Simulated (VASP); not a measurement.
# Mo (Im-3m) in VASP: further runs

Runs on Mo. Level: PBE. Tasks: single point.

Program: VASP 6.6.1. These are calculated values, not measurements. Logs are shortened: lines on timing, memory, paths and dates and some standing lists are left out, and cuts for length are marked.

## Step 1: The cell of the first run

Symmetry: Im-3m, No. 229, cubic system. The conventional cell has a = 3.161 Å, b = 3.161 Å, c = 3.161 Å, α = 90.00°, β = 90.00°, γ = 90.00°. Mo (site symmetry m-3m) has 14 Mo at 2.74 to 3.16 Å within 3.6 Å.

## Step 2: Single point, PBE

File INCAR:

```
ALGO = Normal ; EDIFF = 1E-6
ENCUT = 520 ; GGA = PE
ISIF = 2 ; ISMEAR = -1
LASPH = T ; LCHARG = F
LREAL = F ; LWAVE = F
NBANDS = 13 ; NELM = 60
PREC = Accurate ; SIGMA = 0.08
```

File KPOINTS:

```
k-points
0
Gamma
  19 19 19
```

File POSCAR:

```
Mo
1.0
   -1.5803650344      1.5803650344      1.5803650344
    1.5803650344     -1.5803650344      1.5803650344
    1.5803650344      1.5803650344     -1.5803650344
Mo
1
Direct
    0.0000000000      0.0000000000      0.0000000000
```

Potentials or basis: VASP PAW PBE potentials, release 64 (Mo_sv).

Run with:

```sh
> cat potpaw_PBE.64/Mo_sv/POTCAR > POTCAR
> mpirun -np 1 vasp_std > vasp.out
```

OUTCAR:

```text
EDIFF = 1E-6
   ENCUT = 520
   GGA = PE
   ISIF = 2
   ISMEAR = -1
   LASPH = T
   LREAL = F
   NELM = 60
   PREC = Accurate

 ion  position               nearest neighbor table
   1  0.000  0.000  0.000-

  LATTYP: Found a body centered cubic cell.
 ALAT       =     3.1607300688

  Lattice vectors:

 A1 = (  -1.5803650344,   1.5803650344,   1.5803650344)
 A2 = (   1.5803650344,  -1.5803650344,   1.5803650344)
 A3 = (   1.5803650344,   1.5803650344,  -1.5803650344)

Analysis of symmetry for initial positions (statically):
=====================================================================
 Subroutine PRICEL returns:
 Original cell was already a primitive cell.

 Routine SETGRP: Setting up the symmetry group for a
 body centered cubic supercell.

 Subroutine GETGRP returns: Found 48 space group operations
 (whereof 48 operations were pure point group operations)
 out of a pool of 48 trial point group operations.

The static configuration has the point symmetry O_h .

Analysis of symmetry for dynamics (positions and initial velocities):
=====================================================================
 Subroutine PRICEL returns:
 Original cell was already a primitive cell.

 Routine SETGRP: Setting up the symmetry group for a
 body centered cubic supercell.

 Subroutine GETGRP returns: Found 48 space group operations
 (whereof 48 operations were pure point group operations)
 out of a pool of 48 trial point group operations.

The dynamic configuration has the point symmetry O_h .

 Subroutine INISYM returns: Found 48 space group operations
 (whereof 48 operations are pure point group operations),
 and found     1 'primitive' translations

----------------------------------------------------------------------------------------

                                     Primitive cell

  volume of cell :      15.7882

  direct lattice vectors                    reciprocal lattice vectors
    -1.580365034  1.580365034  1.580365034     0.000000000  0.316382601  0.316382601
     1.580365034 -1.580365034  1.580365034     0.316382601  0.000000000  0.316382601
     1.580365034  1.580365034 -1.580365034     0.316382601  0.316382601  0.000000000

  length of vectors
     2.737272534  2.737272534  2.737272534     0.447432565  0.447432565  0.447432565

  position of ions in fractional coordinates (direct lattice)
     0.000000000  0.000000000  0.000000000

[... 75 lines left out ...]
   EDIFF  = 0.1E-05   stopping-criterion for ELM
   LREAL  =      F    real-space projection
   EDIFFG = 0.1E-04   stopping-criterion for IOM
   NSW    =      0    number of steps for IOM
   IBRION =     -1    ionic relax: 0-MD 1-quasi-New 2-CG
   NFREE  =      0    steps in history (QN), initial steepest desc. (CG)
   ISIF   =      2    stress and relaxation
   ISYM   =      2    0-nonsym 1-usesym 2-fastsym
   POTIM  = 0.5000    time-step for ionic-motion
   TEBEG  =    0.0;   TEEND  =   0.0 temperature during run
   PSTRESS=    0.0 pullay stress
   NELECT =      14.0000    total number of electrons
   NUPDOWN=      -1.0000    fix difference up-down
   EMIN   =  10.00;   EMAX   =-10.00  energy-range for DOS
   EFERMI =   0.00;   METHOD = LEGACY
   ISMEAR =    -1;   SIGMA  =   0.08  broadening in eV -4-tet -1-fermi 0-gaus
   EFERMI_NEDOS =   21; number of points for ismear=-14 and -15
   IALGO  =     38    algorithm
   IMIX   =      4    mixing-type and parameters
     AMIX     =   0.40;   BMIX     =  1.00
     AMIX_MAG =   1.60;   BMIX_MAG =  1.00
  volume/ion in A,a.u.               =      15.79       106.54
  Fermi-wavevector in a.u.,A,eV,Ry     =   1.572800  2.972161 33.656719  2.473699
  Thomas-Fermi vector in A             =   2.674180
   LORBIT       =      0    0 simple, 1 ext, 2 COOP (PROOUT), +10 PAW based schemes
   GGA     = PE    functional components
   LHFCALC =     F    Hartree Fock is set to
   AEXX    =    0.0000 exact exchange contribution
   IVDW    =     0    specifies the selected vdW correction
   LEPSILON=     F    determine dielectric tensor
   LRPA    =     F    only Hartree local field effects (RPA)
 non-spin polarized calculation
  energy-cutoff  :      520.00
  volume of cell :       15.79
 maximum number of plane-waves:       437
   NGX = 11   NGY = 11   NGZ = 11

 number of electron      14.0000004 magnetization

 Free energy of the ion-electron system (eV)
  ---------------------------------------------------
  ext. energy  EPLUGINS =         0.00000000
  ---------------------------------------------------
  free energy    TOTEN  =       -10.94215637 eV

  energy without entropy =      -10.92878744  energy(sigma->0) =      -10.93547190

 E-fermi :  12.4386     XC(G=0): -13.3342

 val. band max:       12.4367442637   @ k =   0.3684   0.1053   0.0526
 cond. band min:      12.4969802017   @ k =   0.3684   0.0526   0.0000
 fundamental gap:      0.0602359380
 Fermi energy:        12.4385860475

 k-point     1 :       0.0000    0.0000    0.0000
  band No.  band energies     occupation
      1     -48.8452      2.00000
      2     -22.1342      2.00000
      3     -22.1342      2.00000
      4     -22.1342      2.00000
      5       5.2310      2.00000
      6      11.0893      2.00000
      7      11.0893      2.00000
      8      11.0893      2.00000
      9      14.0781      0.00000
     10      14.0781      0.00000
     11      27.2504      0.00000
     12      27.2504      0.00000
     13      27.2504      0.00000
[... 354 lines left out ...]
  band No.  band energies     occupation
      1     -48.6239      2.00000
      2     -23.2655      2.00000
      3     -22.5324      2.00000
      4     -22.1962      2.00000
      5       7.7271      2.00000
      6       9.4200      2.00000
      7      11.5891      1.99995
      8      13.7880      0.00000
      9      14.7674      0.00000
     10      16.4209      0.00000
     11      25.3943      0.00000
     12      26.1558      0.00000
     13      30.7540      0.00000

 [... further k-points ...]
[... 5 lines left out ...]
  --------------------------------------------------------------------------------------
  -------------------------------------------------------------------------------------
  Total        0.0496095      0.0496095      0.0496095     -0.0000000      0.0000000     -0.0000000
  in kB        5.0343520      5.0343520      5.0343520     -0.0000000      0.0000000     -0.0000000
  external PRESSURE =       5.0343520 kB  Pullay stress =       0.0000000 kB

 VOLUME and BASIS-vectors are now :
 -----------------------------------------------------------------------------
  energy-cutoff  :      520.00
  volume of cell :       15.79
      direct lattice vectors                 reciprocal lattice vectors
    -1.580365034  1.580365034  1.580365034     0.000000000  0.316382601  0.316382601
     1.580365034 -1.580365034  1.580365034     0.316382601  0.000000000  0.316382601
     1.580365034  1.580365034 -1.580365034     0.316382601  0.316382601  0.000000000

 POSITION                                       TOTAL-FORCE (eV/Angst)
 -----------------------------------------------------------------------------------
      0.00000      0.00000      0.00000        -0.000000      0.000000     -0.000000
 -----------------------------------------------------------------------------------
    total drift:                                0.000000     -0.000000      0.000000

  FREE ENERGIE OF THE ION-ELECTRON SYSTEM (eV)
  ---------------------------------------------------
  free  energy   TOTEN  =       -10.9421563711 eV

  energy  without entropy=      -10.9287874384  energy(sigma->0) =      -10.93547190
```

stdout:

```text
POSCAR found type information on POSCAR Mo
 POSCAR found :  1 types and       1 ions
 scaLAPACK will be used
 LDA part: xc-table for (Slater+PW92), standard interpolation
 POSCAR, INCAR and KPOINTS ok, starting setup
 FFT: planning ... GRIDC
 FFT: planning ... GRID_SOFT
 FFT: planning ... GRID
 WAVECAR not read
 entering main loop
```

Wall time 17 s (1 thread of Intel Xeon 6975P-C (Granite Rapids), shared host); peak memory 0.15 GiB.

What came out:

- Free energy: -10.9422 eV
- Pressure: 0.5 GPa
- Band gap on the k mesh: zero (band 7 reaches 16.17 eV, above the bottom of band 8 at 11.09 eV)

Levels at points of the mesh, in eV from the Fermi level:
| k point | band 5 | band 6 | band 7 | band 8 | band 9 | band 10 |
| --- | --- | --- | --- | --- | --- | --- |
| (0.00, 0.00, 0.00) | -7.21 | -1.35 | -1.35 | -1.35 | 1.64 | 1.64 |

## Step 3: Single point, PBE

This run uses another cell than the first one: it holds 2 atoms, not 1.

File INCAR:

```
PREC     = Accurate       # precision mode
ENCUT    = 520            # plane-wave cutoff, eV
EDIFF    = 1E-6           # SCF threshold, eV
ISMEAR   = -1             # smearing method
SIGMA    = 0.08           # smearing width, eV
LREAL    = F              # projectors in reciprocal space
LASPH    = T              # aspherical terms in the spheres
NELM     = 100            # most SCF steps
ALGO     = Normal         # electronic algorithm
ISIF     = 2              # what is computed and relaxed
LWAVE    = F              # write WAVECAR
LCHARG   = F              # write CHGCAR
GGA      = PE             # functional
NBANDS   = 21             # bands
```

File KPOINTS:

```
regular mesh
0
Gamma
  12 12 12
```

File POSCAR:

```
Mo
1.0
    3.1607300689      0.0000000000      0.0000000000
    0.0000000000      3.1607300689      0.0000000000
    0.0000000000      0.0000000000      3.1607300689
Mo
2
Direct
    0.0000000000      0.0000000000      0.0000000000
    0.5000000000      0.5000000000      0.5000000000
```

Potentials or basis: VASP PAW PBE potentials, release 64 (Mo_sv).

Run with:

```sh
> cat potpaw_PBE.64/Mo_sv/POTCAR > POTCAR
> mpirun -np 1 vasp_std > vasp.out
```

OUTCAR:

```text
PREC = Accurate
   ENCUT = 520
   EDIFF = 1E-6
   ISMEAR = -1
   LREAL = F
   LASPH = T
   NELM = 100
   ISIF = 2
   GGA = PE

 ion  position               nearest neighbor table
   1  0.000  0.000  0.000-   2 2.74   2 2.74   2 2.74   2 2.74   2 2.74   2 2.74   2 2.74   2 2.74

   2  0.500  0.500  0.500-   1 2.74   1 2.74   1 2.74   1 2.74   1 2.74   1 2.74   1 2.74   1 2.74

  LATTYP: Found a simple cubic cell.
 ALAT       =     3.1607300689

  Lattice vectors:

 A1 = (   3.1607300689,   0.0000000000,   0.0000000000)
 A2 = (   0.0000000000,   3.1607300689,   0.0000000000)
 A3 = (   0.0000000000,   0.0000000000,   3.1607300689)

Analysis of symmetry for initial positions (statically):
=====================================================================
 Subroutine PRICEL returns following result:

  LATTYP: Found a body centered cubic cell.
 ALAT       =     3.1607300689

  Lattice vectors:

 A1 = (   1.5803650344,   1.5803650344,  -1.5803650344)
 A2 = (  -1.5803650344,   1.5803650344,   1.5803650344)
 A3 = (   1.5803650344,  -1.5803650344,   1.5803650344)

   2 primitive cells build up your supercell.

 Routine SETGRP: Setting up the symmetry group for a
 simple cubic supercell.

 Subroutine GETGRP returns: Found 48 space group operations
 (whereof 48 operations were pure point group operations)
 out of a pool of 48 trial point group operations.

The static configuration has the point symmetry O_h .

Analysis of symmetry for dynamics (positions and initial velocities):
=====================================================================
 Subroutine PRICEL returns following result:

  LATTYP: Found a body centered cubic cell.
 ALAT       =     3.1607300689

  Lattice vectors:
[... 116 lines left out ...]
   IBRION =     -1    ionic relax: 0-MD 1-quasi-New 2-CG
   NFREE  =      0    steps in history (QN), initial steepest desc. (CG)
   ISIF   =      2    stress and relaxation
   ISYM   =      2    0-nonsym 1-usesym 2-fastsym
   POTIM  = 0.5000    time-step for ionic-motion
   TEBEG  =    0.0;   TEEND  =   0.0 temperature during run
   PSTRESS=    0.0 pullay stress
   NELECT =      28.0000    total number of electrons
   NUPDOWN=      -1.0000    fix difference up-down
   EMIN   =  10.00;   EMAX   =-10.00  energy-range for DOS
   EFERMI =   0.00;   METHOD = LEGACY
   ISMEAR =    -1;   SIGMA  =   0.08  broadening in eV -4-tet -1-fermi 0-gaus
   EFERMI_NEDOS =   21; number of points for ismear=-14 and -15
   IALGO  =     38    algorithm
   IMIX   =      4    mixing-type and parameters
     AMIX     =   0.40;   BMIX     =  1.00
     AMIX_MAG =   1.60;   BMIX_MAG =  1.00
  volume/ion in A,a.u.               =      15.79       106.54
  Fermi-wavevector in a.u.,A,eV,Ry     =   1.572800  2.972161 33.656719  2.473699
  Thomas-Fermi vector in A             =   2.674180
   LORBIT       =      0    0 simple, 1 ext, 2 COOP (PROOUT), +10 PAW based schemes
   GGA     = PE    functional components
   LHFCALC =     F    Hartree Fock is set to
   AEXX    =    0.0000 exact exchange contribution
   IVDW    =     0    specifies the selected vdW correction
   LEPSILON=     F    determine dielectric tensor
   LRPA    =     F    only Hartree local field effects (RPA)
 non-spin polarized calculation
  energy-cutoff  :      520.00
  volume of cell :       31.58
 maximum number of plane-waves:       876
 NGX is ok and might be reduce to    24

 number of electron      28.0000007 magnetization

 Free energy of the ion-electron system (eV)
  ---------------------------------------------------
  ext. energy  EPLUGINS =         0.00000000
  ---------------------------------------------------
  free energy    TOTEN  =       -21.88725160 eV

  energy without entropy =      -21.86185649  energy(sigma->0) =      -21.87455405

 E-fermi :  12.4632     XC(G=0): -13.3352

 val. band max:       12.4495706441   @ k =   0.2500   0.0833   0.0833
 cond. band min:      12.5069074073   @ k =   0.1667   0.1667   0.0833
 fundamental gap:      0.0573367632
 Fermi energy:        12.4632376894

 k-point     1 :       0.0000    0.0000    0.0000
  band No.  band energies     occupation
      1     -48.8513      2.00000
      2     -48.4180      2.00000
      3     -23.0761      2.00000
      4     -23.0761      2.00000
      5     -23.0761      2.00000
      6     -22.1398      2.00000
[... 565 lines left out ...]
     20      17.1522      0.00000
     21      23.9340      0.00000

 [... further k-points ...]
[... 5 lines left out ...]
  --------------------------------------------------------------------------------------
  -------------------------------------------------------------------------------------
  Total        0.1293302      0.1293302      0.1293302      0.0000000      0.0000000     -0.0000000
  in kB        6.5621830      6.5621830      6.5621830      0.0000000      0.0000000     -0.0000000
  external PRESSURE =       6.5621830 kB  Pullay stress =       0.0000000 kB

 VOLUME and BASIS-vectors are now :
 -----------------------------------------------------------------------------
  energy-cutoff  :      520.00
  volume of cell :       31.58
      direct lattice vectors                 reciprocal lattice vectors
     3.160730069  0.000000000  0.000000000     0.316382601  0.000000000  0.000000000
     0.000000000  3.160730069  0.000000000     0.000000000  0.316382601  0.000000000
     0.000000000  0.000000000  3.160730069     0.000000000  0.000000000  0.316382601

 POSITION                                       TOTAL-FORCE (eV/Angst)
 -----------------------------------------------------------------------------------
      0.00000      0.00000      0.00000         0.000000      0.000000      0.000000
      1.58037      1.58037      1.58037        -0.000000     -0.000000     -0.000000
 -----------------------------------------------------------------------------------
    total drift:                                0.000000      0.000000     -0.000000

  FREE ENERGIE OF THE ION-ELECTRON SYSTEM (eV)
  ---------------------------------------------------
  free  energy   TOTEN  =       -21.8872516033 eV

  energy  without entropy=      -21.8618564935  energy(sigma->0) =      -21.87455405
```

stdout:

```text
POSCAR found type information on POSCAR Mo
 POSCAR found :  1 types and       2 ions
 scaLAPACK will be used
 LDA part: xc-table for (Slater+PW92), standard interpolation
 POSCAR, INCAR and KPOINTS ok, starting setup
 FFT: planning ... GRIDC
 FFT: planning ... GRID_SOFT
 FFT: planning ... GRID
 WAVECAR not read
 entering main loop
```

It took 17 s on 1 thread of Intel Xeon 6975P-C (Granite Rapids), shared host; peak memory 0.16 GiB.

Results:

* Free energy: -21.8873 eV
* Pressure: 0.7 GPa
* Band gap on the k mesh: zero (band 14 reaches 14.02 eV, above the bottom of band 15 at 11.82 eV)
